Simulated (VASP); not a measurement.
Set up this calculation in VASP 6.6.1, as the native input.

```
Task                   : single point
Functional             : PBEsol
Potentials or basis    : VASP PAW PBE potentials, release 64 (Co, W_sv)
Cutoff                 : 520 eV
k mesh                 : 12 × 12 × 12
Occupations            : gaussian, width 0.15 eV
Spin                   : no spin polarisation
Dipole correction      : no
Further INCAR settings : ALGO = Fast; EDIFF = 1e-06; NBANDS = 34
```

The structure of CoW3 lies in POSCAR:

```
CoW3
1.0
    3.8582449849      0.0000000000      0.0000000000
    0.0000000000      3.8582449849      0.0000000000
    0.0000000000      0.0000000000      3.8582449849
Co W
1 3
Direct
    0.0000000000      0.0000000000      0.0000000000
    0.0000000000      0.5000000000      0.5362859281
    0.5000000000      0.0000000000      0.5000000000
    0.5000000000      0.5000000000      0.0000000000
```

This cell differs from its parent crystal: atom 2 (W) moved +0.140 Å along Cartesian [0 0 1].

The input as run:

INCAR

```
SYSTEM = CoW3
ALGO     = Fast           ! electronic algorithm
EDIFF    = 1E-6           ! SCF threshold, eV
ENCUT    = 520            ! plane-wave cutoff, eV
GGA      = PS             ! functional
ISIF     = 2              ! what is computed and relaxed
ISMEAR   = 0              ! smearing method
LASPH    = .TRUE.         ! aspherical terms in the spheres
LCHARG   = .FALSE.        ! write CHGCAR
LREAL    = .FALSE.        ! projectors in reciprocal space
LWAVE    = .FALSE.        ! write WAVECAR
NBANDS   = 34             ! bands
NELM     = 80             ! most SCF steps
PREC     = Accurate       ! precision mode
SIGMA    = 0.15           ! smearing width, eV
```

KPOINTS

```
k-points
0
G
  12 12 12
  0 0 0
```

Potentials or basis: VASP PAW PBE potentials, release 64 (Co, W_sv).

Command:

```sh
$ cat potpaw_PBE.64/Co/POTCAR potpaw_PBE.64/W_sv/POTCAR > POTCAR
$ mpirun -np 1 vasp_std > vasp.out
```

It gave:

```json
{
 "Pressure": "2.1 GPa",
 "Largest force": "1.909 eV/Å",
 "Band gap on the k mesh": "zero (an odd number of electrons rules out a gap without spin polarisation)"
}
```

Caveat: the cell differs from its parent crystal (atom 2 (W) moved +0.140 Å along Cartesian [0 0 1]); the PAW data sets were made with another functional, which shifts forces and pressure a little; spin-orbit coupling is left out, which moves the levels of the heavy elements; the run has no spin polarisation, though such a crystal can be magnetic.

Wall time 25 min on 1 thread of Intel Xeon 8259CL, on a shared host, peak memory 0.61 GiB.
